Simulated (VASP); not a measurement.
Wanted: the native input for a VASP 6.6.1 run.

```yaml
Task: single point
Functional: r2SCAN
Potentials_or_basis: VASP PAW PBE potentials, release 64 (Zn, S)
Cutoff: 520 eV
k_mesh: 6 × 6 × 4
Occupations: gaussian, width 0.05 eV
Spin: no spin polarisation
Dipole_correction: no
Further_INCAR_settings: ALGO = Normal; EDIFF = 1e-06; NBANDS = 26
```

The system is ZnS.

```xyz
4
Lattice="3.8110 0.0000 0.0000 -1.9055 3.3004 0.0000 0.0000 0.0000 6.2340" Properties=species:S:1:pos:R:3 pbc="T T T"
Zn    0.0000    2.2003    0.0000
Zn    1.9055    1.1001    3.1170
S    -0.3000    2.0503    2.4001
S     1.9055    1.1001    5.5171
```

This cell differs from its parent crystal: atom 3 (S) moved by (-0.300, -0.150) A along x and y.

The input as run:

POSCAR

```
ZnS
1.0
    3.8109987816      0.0000000000      0.0000000000
   -1.9054993908      3.3004217586      0.0000000000
    0.0000000000      0.0000000000      6.2340000000
Zn S
2 2
Direct
    0.3333333333      0.6666666667      0.0000000000
    0.6666666667      0.3333333333      0.5000000000
    0.2318894435      0.6212179298      0.3850000000
    0.6666666667      0.3333333333      0.8850000000
```

INCAR.step1

```
ALGO = Normal
EDIFF = 1E-4
ENCUT = 520
GGA = PE
ISMEAR = 0
LASPH = T
LCHARG = F
LREAL = F
LWAVE = T
NBANDS = 26
NELM = 60
PREC = Accurate
SIGMA = 0.05
```

INCAR.step2

```
ALGO = Normal
EDIFF = 1E-6
ENCUT = 520
ISIF = 2
ISMEAR = 0
ISTART = 1
LASPH = T
LCHARG = F
LMIXTAU = T
LREAL = F
LWAVE = F
METAGGA = R2SCAN
NBANDS = 26
NELM = 60
PREC = Accurate
SIGMA = 0.05
```

KPOINTS

```
k-points
0
Gamma
  6 6 4
```

Potentials or basis: VASP PAW PBE potentials, release 64 (Zn, S).

The run is started by

```sh
$ cat potpaw_PBE.64/Zn/POTCAR potpaw_PBE.64/S/POTCAR > POTCAR
$ cp INCAR.step1 INCAR
$ mpirun -np 1 vasp_std > vasp.out
$ cp INCAR.step2 INCAR
$ mpirun -np 1 vasp_std > vasp.out
```

Results of the run:

```yaml
Pressure: 3.4 GPa
Largest_force: 4.639 eV/Å
Band_gap_on_the_k_mesh: 2.70 eV
```

Caveat: the cell differs from its parent crystal (atom 3 (S) moved by (-0.300, -0.150) A along x and y); the stress differs along the axes, from 0 to 8 GPa; the PAW data sets were made with another functional, which shifts forces and pressure a little.

Run time: 3.4 min on 1 thread of Intel(R) Xeon(R) Platinum 8488C (Sapphire Rapids), on a shared host, peak memory 0.28 GiB.
